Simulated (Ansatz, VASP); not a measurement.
# Two plane-wave programs on MgO

```
Mg O
1.0
     3.31529    0.00000    0.00000
    -1.65764    2.87112    0.00000
     0.00000    0.00000    5.12155
Mg O
2 2
Direct
  0.32208 0.66667 0.00632
  0.67792 0.33333 0.50632
  0.34373 0.66667 0.39828
  0.65627 0.33333 0.89828
```

Change from the starting cell: mode 4 frozen in at -0.037 Å and mode 5 at +0.000 Å (largest displacements).

Alike in both runs: task single point; functional PBE; k mesh 9 × 9 × 6; occupations gaussian, width 0.05 eV; no spin polarisation.

|  | VASP | Ansatz |
| --- | --- | --- |
| version | VASP 6.6.1 | Ansatz 0.2.0 |
| potentials or method | VASP PAW PBE potentials, release 64 (Mg, O), cutoff 520 eV | scalar-relativistic, plane waves, PAW |
| valence electrons in the cell | 16 | 32 |

```csv
,VASP,Ansatz,Ansatz less VASP
gap on the k mesh at the Fermi level (eV),3.38,3.40,+0.020
least direct gap on the mesh (eV),3.38,3.40,+0.020
pressure (GPa),-0.5,0.0,+0.44
"traceless stress, the component that is largest in VASP (GPa)",-0.06,-0.05,+0.016
rms of the force components (eV/Å),0.056,0.055,-0.0006
```

Atom by atom the forces differ by 0.001 eV/Å (rms over components). The functional is the same, so the differences come from potentials, cutoffs and numerics. VASP's potentials hold 16 valence electrons a cell and Ansatz's 32, so a difference there can come from the potentials and not from the codes.
